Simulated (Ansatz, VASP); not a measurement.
**Two plane-wave programs on Ge2Sb2Te5**

INCAR

```
  PREC = Accurate
  ENCUT = 520
  EDIFF = 1E-7
  ISMEAR = 0
  SIGMA = 0.03
  LREAL = False
  LASPH = True
  NELM = 60
  ALGO = Normal
  ISIF = 2
  LWAVE = False
  LCHARG = False
  GGA = PE
  NBANDS = 44
```

File KPOINTS:

```
Automatic mesh
0
Gamma
  9 9 2
```

File POSCAR:

```
Ge2Sb2Te5
1.0
    4.0650000000      0.0000000000      0.0000000000
   -2.0325000000      3.5203932664      0.0000000000
    0.0000000000      0.0000000000     17.1822000000
Ge Sb Te
2 2 5
Direct
    0.0000000000      0.0000000000      0.3314713560
    0.0000000000      0.0000000000      0.6685286440
    0.3333333333      0.6666666667      0.1121550832
    0.6666666667      0.3333333333      0.8878449168
    0.0000000000      0.0000000000      0.0000000000
    0.3333333333      0.6666666667      0.7913602895
    0.6666666667      0.3333333333      0.2086397105
    0.3333333333      0.6666666667      0.4097504733
    0.6666666667      0.3333333333      0.5902495267
```

Input for Ansatz:

```yaml
crystal:
  lattice:
    - [4.065, 0.0, 0.0]
    - [-2.0325, 3.5203932664, 0.0]
    - [0.0, 0.0, 17.1822]
  atoms:
    - { symbol: Ge, position: [0.0, 0.0, 0.331471356] }
    - { symbol: Ge, position: [0.0, 0.0, 0.668528644] }
    - { symbol: Sb, position: [0.3333333333, 0.6666666667, 0.1121550832] }
    - { symbol: Sb, position: [0.6666666667, 0.3333333333, 0.8878449168] }
    - { symbol: Te, position: [0.0, 0.0, 0.0] }
    - { symbol: Te, position: [0.3333333333, 0.6666666667, 0.7913602895] }
    - { symbol: Te, position: [0.6666666667, 0.3333333333, 0.2086397105] }
    - { symbol: Te, position: [0.3333333333, 0.6666666667, 0.4097504733] }
    - { symbol: Te, position: [0.6666666667, 0.3333333333, 0.5902495267] }
basis:
  ecutwfc: 420
kpoints:
  mp_grid: { grid: [9, 9, 2] }
hamiltonian:
  xc: pbe
  pseudopotentials: { kind: paw, azcp: { folder: soft_1 } }
scf:
  occupations: { method: gaussian, width: 0.03 }
output:
  forces: true
  stress: true
  eigenvalues: true
```

Alike in both runs: task single point; functional PBE; k mesh 9 × 9 × 2; occupations gaussian, width 0.03 eV; no spin polarisation.

```csv
,VASP,Ansatz
version,VASP 6.6.1,Ansatz 0.2.0
potentials or method,"VASP PAW PBE potentials, release 64 (Ge_d, Sb, Te), cutoff 520 eV","scalar-relativistic, plane waves, PAW"
valence electrons in the cell,68,138
```

|  | VASP | Ansatz | Ansatz less VASP |
| --- | --- | --- | --- |
| gap on the k mesh at the Fermi level (eV) | none | none | - |
| pressure (GPa) | 9.4 | 9.3 | -0.04 |
| traceless stress, the component that is largest in VASP (GPa) | -0.25 | -0.26 | -0.010 |
| rms of the force components (eV/Å) | 0.474 | 0.460 | -0.0147 |

Atom by atom the forces differ by 0.016 eV/Å (rms over components). A gap of «none» marks a metal or a gap that the smearing closes. With one functional, cell and mesh, what is left measures potentials, basis and numerics. VASP's potentials hold 68 valence electrons a cell and Ansatz's 138, so a difference there can come from the potentials and not from the codes.

Neither program's run includes spin-orbit coupling.
